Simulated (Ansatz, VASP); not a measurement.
# Zr2BeMo3 in VASP and in Ansatz

```
Zr Be Mo
1.0
     3.96374    0.00000    0.00000
    -1.98187    3.43270    0.00000
     0.00000    0.00000    7.34889
Zr Be Mo
2 1 3
Direct
  0.00000 0.00000 0.79611
  0.00000 0.00000 0.20389
  0.00000 0.00000 0.50000
  0.33333 0.66667 0.80093
  0.33333 0.66667 0.19907
  0.33333 0.66667 0.50000
```

Alike in both runs: task relaxation of cell and atoms; functional PBE; k mesh 5 × 5 × 2; occupations gaussian, width 0.2 eV; no spin polarisation.

```csv
,VASP,Ansatz
version,VASP 6.6.1,Ansatz 0.2.0
potentials or method,"VASP PAW PBE potentials, release 64 (Zr_sv, Be, Mo_sv), cutoff 600 eV","scalar-relativistic, plane waves, PAW"
valence electrons in the cell,68,68
```

```csv
,VASP,Ansatz,Ansatz less VASP
"gap on the k mesh at the Fermi level, each at its own relaxed structure (eV)",none,none,-
relaxed volume (Å³/atom),22.40,22.19,-0.202
relaxed length of the cell vector where the two differ most in proportion (Å),4.497,4.473,-0.0249
```

A gap of «none» marks a metal or a gap that the smearing closes.

The k mesh is coarse, so the values compare programs but aren't converged. Noted on VASP's run: the volume moved by over 15 % at a fixed basis, so the end points are rough.
